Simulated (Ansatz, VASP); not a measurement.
## Ga: VASP beside Ansatz

Contents of INCAR:

```
SYSTEM = Ga
PREC = Accurate
ENCUT = 520
EDIFF = 1E-6
ISMEAR = -1
SIGMA = 0.08
LREAL = .False.
LASPH = .True.
NELM = 80
ALGO = Normal
ISIF = 2
LWAVE = .False.
LCHARG = .False.
NBANDS = 12
```

File KPOINTS:

```
regular mesh
0
Gamma
  17 17 17
  0 0 0
```

The input POSCAR:

```
Ga
1.0
   -1.5015323656      1.5015323656      1.5015323656
    1.5015323656     -1.5015323656      1.5015323656
    1.5015323656      1.5015323656     -1.5015323656
Ga
1
Direct
    0.0000000000      0.0000000000      0.0000000000
```

Input for Ansatz:

```yaml
crystal:
  lattice:
    - [-1.5015323656, 1.5015323656, 1.5015323656]
    - [1.5015323656, -1.5015323656, 1.5015323656]
    - [1.5015323656, 1.5015323656, -1.5015323656]
  atoms:
    - { symbol: Ga, position: [0.0, 0.0, 0.0] }
kpoints:
  mp_grid: { grid: [17, 17, 17] }
scf:
  occupations: { method: fermi_dirac, width: 0.08 }
hamiltonian:
  xc: lda
  pseudopotentials: { kind: paw }
output:
  forces: true
  stress: true
  eigenvalues: true
```

Change from the starting cell: volume scaled by 0.778, to set the pressure.

Alike in both runs: task single point; functional LDA; k mesh 17 × 17 × 17; occupations fermi-dirac, width 0.08 eV; no spin polarisation.

|  | VASP | Ansatz |
| --- | --- | --- |
| version | VASP 6.6.1 | Ansatz 0.2.0 |
| potentials or method | VASP PAW LDA potentials, release 64 (Ga_d) | PAW with Ansatz's default frozen-core files, scalar-relativistic |
| plane-wave cutoff (eV) | 520 | 420 |
| valence electrons in the cell | 13 | 13 |

Ansatz gave:

| Property | Result |
| --- | --- |
| pressure (GPa) | 29.3 |

Problem. What did VASP give for the same quantities?

Solution. Pressure (GPa): 29.8.

LDA's correlation is that of Perdew and Zunger in VASP and of Perdew and Wang (1992) in Ansatz. Both programs put the cell under a high pressure, so it lies far from rest at this level.
